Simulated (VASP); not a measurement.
Set up this calculation in VASP 6.6.1, as the native input.

```
Task                   : single point
Functional             : PBE
Dispersion             : D3(BJ)
Potentials or basis    : VASP PAW PBE potentials, release 64 (Hg)
Cutoff                 : 520 eV
k mesh                 : 15 × 15 × 8
Occupations            : gaussian, width 0.15 eV
Spin                   : no spin polarisation
Dipole correction      : no
Further INCAR settings : ALGO = Normal; EDIFF = 1e-07; NBANDS = 19
```

The structure of Hg lies in POSCAR:

```
Hg
1.0
    3.1846000000      0.0000000000      0.0000000000
   -1.5923000000      2.7579445009      0.0000000000
    0.0000000000      0.0000000000      5.4448000000
Hg
2
Direct
    0.6666666667      0.3333333333      0.7500000000
    0.3333333333      0.6666666667      0.2500000000
```

One way to write it, as run:

INCAR

```
ALGO = Normal
EDIFF = 1E-7
ENCUT = 520
GGA = PE
ISIF = 2
ISMEAR = 0
IVDW = 12
LASPH = T
LCHARG = F
LREAL = F
LWAVE = F
NBANDS = 19
NELM = 100
PREC = Accurate
SIGMA = 0.15
```

KPOINTS

```
k-points
0
Gamma
  15 15 8
```

Potentials or basis: VASP PAW PBE potentials, release 64 (Hg).

Launch:

```bash
$ cat potpaw_PBE.64/Hg/POTCAR > POTCAR
$ mpirun -np 1 vasp_std > vasp.out
```

It gave:

* Pressure: 1.9 GPa
* Band gap on the k mesh: zero (bands 12 and 13 overlap by 1.78 eV)
* Dispersion energy per atom: -0.438 eV

Caveat: spin-orbit coupling is left out, which moves the levels of the heavy elements.

It took 37 s on 1 thread of Intel(R) Xeon(R) 6975P-C (Granite Rapids) (shared host), peak memory 0.23 GiB.
